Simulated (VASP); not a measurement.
A run of VASP 6.6.1:

INCAR

```
PREC = Accurate
ENCUT = 520
EDIFF = 1E-6
ISMEAR = -1
SIGMA = 0.05
LREAL = False
LASPH = True
NELM = 80
ALGO = Normal
ISIF = 2
LWAVE = False
LCHARG = False
GGA = PS
NBANDS = 16
```

File KPOINTS:

```
Automatic mesh
0
Gamma
  17 17 17
```

File POSCAR:

```
TiN
1.0
    0.0000000000      2.1499242549      2.1499242549
    2.1499242549      0.0000000000      2.1499242549
    2.1499242549      2.1499242549      0.0000000000
Ti N
1 1
Direct
    0.0000000000      0.0000000000      0.0000000000
    0.5000000000      0.5000000000      0.5000000000
```

Potentials or basis: VASP PAW PBE potentials, release 64 (Ti_sv, N).

Run with:

```bash
$ cat potpaw_PBE.64/Ti_sv/POTCAR potpaw_PBE.64/N/POTCAR > POTCAR
$ mpirun -np 1 vasp_std > vasp.out
```

Hardware: 1 thread of Intel(R) Xeon(R) Platinum 8259CL CPU @ 2.50GHz (Skylake/Cascade Lake) (shared host).

Task: Estimate the wall time of this run.

Result: Run time: 74 s on 1 thread of Intel(R) Xeon(R) Platinum 8259CL CPU @ 2.50GHz (Skylake/Cascade Lake), on a shared host, peak memory 0.17 GiB. Counts: scf iterations 15, k points 165.
